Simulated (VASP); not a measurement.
A run of VASP 6.6.1 is set up as follows.

File INCAR:

```
SYSTEM = BeS
PREC     = Accurate       ! precision mode
ENCUT    = 520            ! plane-wave cutoff, eV
EDIFF    = 1E-7           ! SCF threshold, eV
ISMEAR   = 0              ! smearing method
SIGMA    = 0.01           ! smearing width, eV
LREAL    = .FALSE.        ! projectors in reciprocal space
LASPH    = .TRUE.         ! aspherical terms in the spheres
NELM     = 100            ! most SCF steps
ALGO     = Normal         ! electronic algorithm
ISIF     = 2              ! what is computed and relaxed
LWAVE    = .FALSE.        ! write WAVECAR
LCHARG   = .TRUE.         ! write CHGCAR
GGA      = PE             ! functional
LELF     = .TRUE.         ! ELF
LVHAR    = .TRUE.       
NBANDS   = 11             ! bands
```

The input KPOINTS:

```
Automatic mesh
0
G
  8 8 8
  0 0 0
```

File POSCAR:

```
BeS
1.0
    0.0000000000      2.3172971951      2.3172971951
    2.3172971951      0.0000000000      2.3172971951
    2.3172971951      2.3172971951      0.0000000000
Be S
1 1
Direct
    0.0000000000      0.0000000000      0.0000000000
    0.5000000000      0.5000000000      0.5000000000
```

Potentials or basis: VASP PAW PBE potentials, release 64 (Be, S).

Command:

```bash
$ cat potpaw_PBE.64/Be/POTCAR potpaw_PBE.64/S/POTCAR > POTCAR
$ mpirun -np 1 vasp_std > vasp.out
```

(1) Predict the band gap on the k mesh.

(2) Predict the pressure.

Answers

(1) 1.00 eV, indirect (least direct gap 4.15 eV).

(2) -0.4 GPa.
